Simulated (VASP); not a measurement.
Input of a VASP 6.6.1 run:

INCAR

```
ALGO     = Normal         # electronic algorithm
EDIFF    = 1E-6           # SCF threshold, eV
EDIFFG   = -0.05          # ionic threshold
ENCUT    = 600            # plane-wave cutoff, eV
GGA      = PE             # functional
IBRION   = 2              # ionic algorithm
ISIF     = 3              # what is computed and relaxed
ISMEAR   = 0              # smearing method
LASPH    = T              # aspherical terms in the spheres
LCHARG   = F              # write CHGCAR
LREAL    = F              # projectors in reciprocal space
LWAVE    = F              # write WAVECAR
NELM     = 100            # most SCF steps
NSW      = 100            # ionic steps
PREC     = Accurate       # precision mode
SIGMA    = 0.1            # smearing width, eV
```

KPOINTS

```
k-points
0
Gamma
  6 6 6
```

Contents of POSCAR:

```
Cr3BRh
1.0
    3.8205348109      0.0000000000      0.0000000000
    0.0000000000      3.8205348109      0.0000000000
    0.0000000000      0.0000000000      3.8205348109
Rh B Cr
1 1 3
Direct
    0.0000000000      0.0000000000      0.0000000000
    0.5000000000      0.5000000000      0.5000000000
    0.5000000000      0.5000000000      0.0000000000
    0.5000000000      0.0000000000      0.5000000000
    0.0000000000      0.5000000000      0.5000000000
```

Potentials or basis: VASP PAW PBE potentials, release 64 (Rh_pv, B, Cr_pv).

The run is started by

```sh
$ cat potpaw_PBE.64/Rh_pv/POTCAR potpaw_PBE.64/B/POTCAR potpaw_PBE.64/Cr_pv/POTCAR > POTCAR
$ mpirun -np 1 vasp_std > vasp.out
```

Question: Predict the relaxed volume.

Answer: 11.65 Å³/atom.

Question: Estimate the band gap on the k mesh.

Answer: Zero (bands 27 and 28 overlap by 0.78 eV).

Question: Estimate the relaxed cell.

Answer: a = 3.876 Å, b = 3.876 Å, c = 3.876 Å, α = 90.00°, β = 90.00°, γ = 90.00°.

Final structure:
```cif
data_structure
_symmetry_space_group_name_H-M 'P 1'
_symmetry_Int_Tables_number 1
_cell_length_a 3.8763
_cell_length_b 3.8763
_cell_length_c 3.8763
_cell_angle_alpha 90.000
_cell_angle_beta 90.000
_cell_angle_gamma 90.000
_cell_volume 58.25
loop_
_atom_site_label
_atom_site_type_symbol
_atom_site_fract_x
_atom_site_fract_y
_atom_site_fract_z
_atom_site_occupancy
Rh1 Rh 0.00000 0.00000 0.00000 1
B1 B 0.50000 0.50000 0.50000 1
Cr1 Cr 0.50000 0.50000 0.00000 1
Cr2 Cr 0.50000 0.00000 0.50000 1
Cr3 Cr 0.00000 0.50000 0.50000 1
```

Caveat: the run has no spin polarisation, though such a crystal can be magnetic. Spin polarisation is off, so any magnetic state and its effect on volume and gap are missing.
